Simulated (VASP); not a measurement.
A run of VASP 6.6.1:

INCAR

```
SYSTEM = Bi
PREC     = Accurate       ! precision mode
ENCUT    = 520            ! plane-wave cutoff, eV
EDIFF    = 1E-6           ! SCF threshold, eV
ISMEAR   = -1             ! smearing method
SIGMA    = 0.08           ! smearing width, eV
LREAL    = .FALSE.        ! projectors in reciprocal space
LASPH    = .TRUE.         ! aspherical terms in the spheres
NELM     = 60             ! most SCF steps
ALGO     = Normal         ! electronic algorithm
ISIF     = 2              ! what is computed and relaxed
LWAVE    = .FALSE.        ! write WAVECAR
LCHARG   = .FALSE.        ! write CHGCAR
GGA      = PS             ! functional
NBANDS   = 22             ! bands
```

KPOINTS

```
regular mesh
0
G
  11 11 11
  0 0 0
```

The input POSCAR:

```
Bi
1.0
    0.0000000000      2.9882904395      2.9882904395
    2.9882904395      0.0000000000      2.9882904395
    2.9882904395      2.9882904395      0.0000000000
Bi
2
Direct
   -0.1250000000     -0.1250000000     -0.1250000000
    0.1250000000      0.1250000000      0.1250000000
```

Potentials or basis: VASP PAW PBE potentials, release 64 (Bi_d).

The run is started by

```bash
$ cat potpaw_PBE.64/Bi_d/POTCAR > POTCAR
$ mpirun -np 1 vasp_std > vasp.out
```

Hardware: 1 thread of Intel(R) Xeon(R) Platinum 8259CL CPU @ 2.50GHz (Skylake/Cascade Lake), on a shared host.

Estimate the wall time of this run.

Run time: 49 s on 1 thread of Intel(R) Xeon(R) Platinum 8259CL CPU @ 2.50GHz (Skylake/Cascade Lake), with other jobs on the host, peak memory 0.19 GiB. Counts: scf iterations 10, k points 56.
